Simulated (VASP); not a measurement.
# In in VASP: settings compared, part 2 of 2

VASP 6.6.1. Earlier steps stand in the parts before.

## Step 3: Single point, PBE

INCAR reads:

```
ALGO = Normal
EDIFF = 1E-6
ENCUT = 520
GGA = PE
ISIF = 2
ISMEAR = -1
LASPH = T
LCHARG = T
LELF = T
LREAL = F
LVHAR = T
LWAVE = F
NBANDS = 12
NELM = 80
PREC = Accurate
SIGMA = 0.1
```

KPOINTS reads:

```
k-points
0
Gamma
  7 7 7
```

POSCAR reads:

```
In
1.0
   -1.8697510000      1.8571300000      1.9138710000
    1.8335350000     -1.9128010000      1.9333270000
    1.8585180000      1.9015680000     -1.9695420000
In
1
Direct
   -0.0001030000     -0.0021710000      0.0014700000
```

Potentials or basis: VASP PAW PBE potentials, release 64 (In_d).

Started as:

```
$ cat potpaw_PBE.64/In_d/POTCAR > POTCAR
$ mpirun -np 1 vasp_std > vasp.out
```

OUTCAR:

```text
EDIFF = 1E-6
   ENCUT = 520
   GGA = PE
   ISIF = 2
   ISMEAR = -1
   LASPH = T
   LREAL = F
   NELM = 80
   PREC = Accurate

 ion  position               nearest neighbor table
   1  1.000  0.998  0.001-

  LATTYP: Found a triclinic cell.
 ALAT       =     8.3954481767
 B/A-ratio  =     0.6294611372
 C/A-ratio  =     0.3814140441
 COS(alpha) =     0.0102745828
 COS(beta)  =     0.2599013329
 COS(gamma) =     0.9498078946

  Lattice vectors:

 A1 = (  -3.7145190000,   7.5286290000,  -0.0751270000)
 A2 = (  -3.7032860000,   3.7699310000,  -0.0194560000)
 A3 = (   1.8223020000,   1.8458970000,   1.8776560000)

Analysis of symmetry for initial positions (statically):
=====================================================================
 Subroutine PRICEL returns:
 Original cell was already a primitive cell.

 Routine SETGRP: Setting up the symmetry group for a
 triclinic supercell.

 Subroutine GETGRP returns: Found  2 space group operations
 (whereof  1 operations were pure point group operations)
 out of a pool of  2 trial point group operations.
[... 170 lines left out ...]
  band No.  band energies     occupation
      1      -7.3987      2.00000
      2      -7.3673      2.00000
      3      -7.3272      2.00000
      4      -7.1161      2.00000
      5      -7.0842      2.00000
      6      -2.1046      2.00000
      7      17.6218      0.00000
      8      18.1689      0.00000
      9      18.5953      0.00000
     10      20.0268      0.00000
     11      20.4266      0.00000
     12      20.6248      0.00000
[... 331 lines left out ...]
 k-point    24 :      -0.2857    0.4286    0.0000
  band No.  band energies     occupation
      1      -7.4299      2.00000
      2      -7.3496      2.00000
      3      -7.1353      2.00000
      4      -7.1062      2.00000
      5      -7.0345      2.00000
      6       1.2837      2.00000
      7       8.0062      0.00559
      8      11.4207      0.00000
      9      13.5037      0.00000
     10      17.6104      0.00000
     11      20.8618      0.00000
     12      21.6206      0.00000

 [... further k-points ...]

------------------------ aborting loop because EDIFF is reached ----------------------------------------

  FORCE on cell =-STRESS in cart. coord.  units (eV):
  Direction    XX          YY          ZZ          XY          YZ          ZX
  --------------------------------------------------------------------------------------
  -------------------------------------------------------------------------------------
  Total       -0.0213641      0.3181004      0.4484060      0.0335494      0.0778559      0.0884257
  in kB       -1.2826642     19.0982017     26.9215235      2.0142459      4.6743365      5.3089235
  external PRESSURE =      14.9123537 kB  Pullay stress =       0.0000000 kB

 VOLUME and BASIS-vectors are now :
 -----------------------------------------------------------------------------
  energy-cutoff  :      520.00
  volume of cell :       26.69
      direct lattice vectors                 reciprocal lattice vectors
    -1.869751000  1.857130000  1.913871000     0.003409630  0.269967979  0.263868111
     1.833535000 -1.912801000  1.933327000     0.273441875  0.004706203  0.262571609
     1.858518000  1.901568000 -1.969542000     0.271727210  0.266956742  0.006420938

 POSITION                                       TOTAL-FORCE (eV/Angst)
 -----------------------------------------------------------------------------------
     -0.03727     -0.04891      3.83991        -0.000000      0.000000      0.000000
 -----------------------------------------------------------------------------------
    total drift:                                0.000041     -0.000004      0.000002

  FREE ENERGIE OF THE ION-ELECTRON SYSTEM (eV)
  ---------------------------------------------------
  free  energy   TOTEN  =        -2.5378796772 eV

  energy  without entropy=       -2.5214301463  energy(sigma->0) =       -2.52965491
```

It took 50 s on 1 thread of Intel Xeon 8259CL, shared host; peak memory 0.18 GiB.

What came out:

```
Free energy            : -2.5379 eV
Pressure               : 1.5 GPa
Band gap on the k mesh : zero (an odd number of electrons rules out a gap without spin polarisation)
```

Caveat: spin-orbit coupling is left out, which moves the levels of the heavy elements.

## Step 4: Single point, LDA, non-collinear spin, zero start, spin-orbit coupling

INCAR reads:

```
PREC     = Accurate       # precision mode
ENCUT    = 520            # plane-wave cutoff, eV
EDIFF    = 1E-6           # SCF threshold, eV
ISMEAR   = 1              # smearing method
SIGMA    = 0.05           # smearing width, eV
LREAL    = False          # projectors in reciprocal space
LASPH    = True           # aspherical terms in the spheres
NELM     = 150            # most SCF steps
ALGO     = Normal         # electronic algorithm
ISIF     = 2              # what is computed and relaxed
LWAVE    = False          # write WAVECAR
LCHARG   = False          # write CHGCAR
LNONCOLLINEAR= True           # non-collinear magnetism
MAGMOM   = 0 0 0          # initial moments
LORBIT   = 11             # projections on sites
LSORBIT  = True           # spin-orbit coupling
GGA_COMPAT= False        
LORBMOM  = True         
GGA      = CA             # functional
NBANDS   = 24             # bands
```

KPOINTS reads:

```
regular mesh
0
Gamma
  8 8 8
```

POSCAR reads:

```
In
1.0
   -1.8825252400      1.8825252400      1.8825252400
    1.8825252400     -1.8825252400      1.8825252400
    1.8825252400      1.8825252400     -1.8825252400
In
1
Direct
    0.0000000000      0.0000000000      0.0000000000
```

Potentials or basis: VASP PAW LDA potentials, release 64 (In_d).

Started as:

```
$ cat potpaw_LDA.64/In_d/POTCAR > POTCAR
$ mpirun -np 1 vasp_ncl > vasp.out
```

OUTCAR:

```text
PREC = Accurate
   ENCUT = 520
   EDIFF = 1E-6
   ISMEAR = 1
   LREAL = False
   LASPH = True
   NELM = 150
   ISIF = 2
   LNONCOLLINEAR = True
   LORBIT = 11
   LSORBIT = True
   GGA = CA

 ion  position               nearest neighbor table
   1  0.000  0.000  0.000-

  LATTYP: Found a body centered cubic cell.
 ALAT       =     3.7650504800

  Lattice vectors:

 A1 = (  -1.8825252400,   1.8825252400,   1.8825252400)
 A2 = (   1.8825252400,  -1.8825252400,   1.8825252400)
 A3 = (   1.8825252400,   1.8825252400,  -1.8825252400)

Analysis of symmetry for initial positions (statically):
=====================================================================
[... 895 lines left out ...]
  1         0.000   0.000   0.000
 ----------------------------------------
            0.000   0.000   0.000

 Spin-Orbit-Coupling matrix elements

 Ion:    1  E_soc:     -0.0769500
 l=   1
     0.0000000    -0.0062847    -0.0062847
    -0.0062847     0.0000000    -0.0062847
    -0.0062847    -0.0062847     0.0000000
 l=   2
     0.0000000    -0.0012797     0.0000000    -0.0012797    -0.0052606
    -0.0012797     0.0000000    -0.0039455    -0.0012797    -0.0013152
     0.0000000    -0.0039455     0.0000000    -0.0039455     0.0000000
    -0.0012797    -0.0012797    -0.0039455     0.0000000    -0.0013152
    -0.0052606    -0.0013152     0.0000000    -0.0013152     0.0000000
 l=   3
     0.0000000     0.0000000     0.0000000     0.0000000     0.0000000     0.0000000     0.0000000
     0.0000000     0.0000000     0.0000000     0.0000000     0.0000000     0.0000000     0.0000000
     0.0000000     0.0000000     0.0000000     0.0000000     0.0000000     0.0000000     0.0000000
     0.0000000     0.0000000     0.0000000     0.0000000     0.0000000     0.0000000     0.0000000
     0.0000000     0.0000000     0.0000000     0.0000000     0.0000000     0.0000000     0.0000000
     0.0000000     0.0000000     0.0000000     0.0000000     0.0000000     0.0000000     0.0000000
     0.0000000     0.0000000     0.0000000     0.0000000     0.0000000     0.0000000     0.0000000

 total charge

# of ion       s       p       d       tot
------------------------------------------
    1        1.023   0.487   9.843  11.353

 magnetization (x)

# of ion       s       p       d       tot
------------------------------------------
    1       -0.000   0.000   0.000  -0.000

 magnetization (y)

# of ion       s       p       d       tot
------------------------------------------
    1       -0.000   0.000   0.000  -0.000

 magnetization (z)

# of ion       s       p       d       tot
------------------------------------------
    1       -0.000   0.000  -0.000  -0.000
```

Wall time 40 s (1 thread of Intel Xeon 8259CL, shared host); peak memory 0.18 GiB.

What came out:

```yaml
Free_energy: -3.1889 eV
Pressure: -2.9 GPa
Net_moment: 0.00 μB per cell
Valence_electrons_inside_the_program's_atomic_spheres: In 11.35
```

Moments on the atoms (μB; x, y, z):
```
In  0.00 0.00 0.00
```

## Step 5: Single point, LDA, non-collinear spin, zero start, spin-orbit coupling

INCAR reads:

```
SYSTEM = In
  PREC = Accurate
  ENCUT = 520
  EDIFF = 1E-7
  ISMEAR = 1
  SIGMA = 0.05
  LREAL = .False.
  LASPH = .True.
  NELM = 150
  ALGO = Normal
  ISIF = 2
  LWAVE = .False.
  LCHARG = .False.
  MAGMOM = 0 0 0
  LORBIT = 11
  LSORBIT = .True.
  GGA_COMPAT = .False.
  LORBMOM = .True.
  NBANDS = 24
```

KPOINTS reads:

```
Automatic mesh
0
Gamma
  8 8 8
  0 0 0
```

POSCAR is that of step 4.

Started as:

```
$ cat potpaw_LDA.64/In_d/POTCAR > POTCAR
$ mpirun -np 1 vasp_ncl > vasp.out
```

Wall time 38 s (1 thread of Intel Xeon 8259CL, shared host); peak memory 0.18 GiB.

It converged, with:

```
Free energy                                           : -3.1889 eV
Pressure                                              : -2.9 GPa
Net moment                                            : 0.00 μB per cell
Valence electrons inside the program's atomic spheres : In 11.35
```

Moments on the atoms (μB; x, y, z):
```
In  0.00 0.00 0.00
```
